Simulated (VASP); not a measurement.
Input of a VASP 6.6.1 run:

The input INCAR:

```
SYSTEM = Si16C
PREC = Accurate ; ENCUT = 520
EDIFF = 1E-6 ; ISMEAR = -1
SIGMA = 0.05 ; LREAL = Auto
LASPH = .TRUE. ; NELM = 150
ALGO = Normal ; ISIF = 2
LWAVE = .FALSE. ; LCHARG = .FALSE.
ISPIN = 2 ; MAGMOM = 0 0 0 0 0 0 0 0 0 0 0 0 0 0 0 0 1
LORBIT = 11 ; GGA = PE
IVDW = 12 ; NBANDS = 52
```

The input KPOINTS:

```
Automatic mesh
0
G
  2 2 2
  0 0 0
```

POSCAR

```
Si16C
1.0
    0.0000000000      5.4300000000      5.4300000000
    5.4300000000      0.0000000000      5.4300000000
    5.4300000000      5.4300000000      0.0000000000
Si C
16 1
Direct
   -0.0103010941     -0.0104327108      0.0042628824
    0.1476208006      0.1475800817      0.0550208760
    0.0601836045      0.0597359604      0.4118264177
    0.1246141637      0.1244681689      0.6298733343
   -0.0165307568      0.5075399029      0.0091676547
    0.1196487761      0.6168311349      0.1373384913
   -0.0184248628      0.4920445378      0.5105069540
    0.0796815986      0.6296204707      0.6422087242
    0.5072712172     -0.0169995536      0.0103263757
    0.6168722177      0.1194705853      0.1377439565
    0.4920977493     -0.0185040700      0.5107979706
    0.6281031167      0.0810502388      0.6432665857
    0.4930861600      0.4929586761      0.0049731457
    0.6098994819      0.6093458232      0.1460952729
    0.4770319318      0.4754870862      0.5207178244
    0.6081901357      0.6081672466      0.6311187352
    0.8971088600      0.8987775208      0.5512160986
```

Potentials or basis: VASP PAW PBE potentials, release 64 (Si, C).

Command:

```bash
$ cat potpaw_PBE.64/Si/POTCAR potpaw_PBE.64/C/POTCAR > POTCAR
$ mpirun -np 1 vasp_std > vasp.out
```

(1) Estimate the pressure.

(2) Predict the net moment.

(3) What does it give for the dispersion energy per atom?

(4) Estimate the band gap on the k mesh.

## Answers

(1) 1.6 GPa.

(2) 0.00 μB per cell.

(3) -0.313 eV.

(4) zero (filled and empty bands overlap).

Caveat: the k points lie up to 0.50 Å⁻¹ apart, too coarse for converged energies and pressures of a metal.
